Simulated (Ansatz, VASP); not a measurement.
**Two plane-wave programs on W**

File INCAR:

```
SYSTEM = W
  PREC = Accurate
  ENCUT = 600
  EDIFF = 1E-6
  ISMEAR = 0
  SIGMA = 0.1
  LREAL = .False.
  LASPH = .True.
  NELM = 60
  ALGO = Fast
  ISIF = 3
  LWAVE = .False.
  LCHARG = .False.
  GGA = PE
  IBRION = 2
  NSW = 80
  EDIFFG = -0.015
```

The input KPOINTS:

```
regular mesh
0
Gamma
  14 14 14
  0 0 0
```

File POSCAR:

```
W
1.0
    3.1835253033      0.0000000000      0.0000000000
    0.0000000000      3.1835253033      0.0000000000
   -1.5917626516     -1.5917626516      4.7752879549
W
3
Direct
    0.0000000000      0.0000000000      0.0000000000
    0.3333333333      0.3333333333      0.6666666667
    0.6666666667      0.6666666667      0.3333333333
```

Input for Ansatz:

```yaml
crystal:
  lattice:
    - [3.1835253033, 0.0, 0.0]
    - [0.0, 3.1835253033, 0.0]
    - [-1.5917626516, -1.5917626516, 4.7752879549]
  atoms:
    - { symbol: W, position: [0.0, 0.0, 0.0] }
    - { symbol: W, position: [0.3333333333, 0.3333333333, 0.6666666667] }
    - { symbol: W, position: [0.6666666667, 0.6666666667, 0.3333333333] }
basis:
  ecutwfc: 420
kpoints:
  mp_grid: { grid: [14, 14, 14] }
hamiltonian:
  xc: pbe
scf:
  occupations: { method: gaussian, width: 0.1 }
output:
  forces: true
  stress: true
  eigenvalues: true
relax:
  adjacent_minimum: "off"
  f_tol: 0.015
  max_steps: 60
  cell: { stress_tol: 0.15 }
```

Alike in both runs: task relaxation of cell and atoms; functional PBE; k mesh 14 × 14 × 14; occupations gaussian, width 0.1 eV; no spin polarisation.

|  | VASP | Ansatz |
| --- | --- | --- |
| version | VASP 6.6.1 | Ansatz 0.2.0 |
| potentials or method | VASP PAW PBE potentials, release 64 (W_sv), cutoff 600 eV | scalar-relativistic, plane waves, PAW |
| valence electrons in the cell | 42 | 42 |

```csv
,VASP,Ansatz,Ansatz less VASP
"gap on the k mesh at the Fermi level, each at its own relaxed structure (eV)",none,none,-
relaxed volume (Å³/atom),16.17,16.14,-0.032
relaxed length of the cell vector where the two differ most in proportion (Å),3.186,3.183,-0.0029
```

A gap of «none» marks a metal or a gap that the smearing closes.

Neither program's run includes spin-orbit coupling.
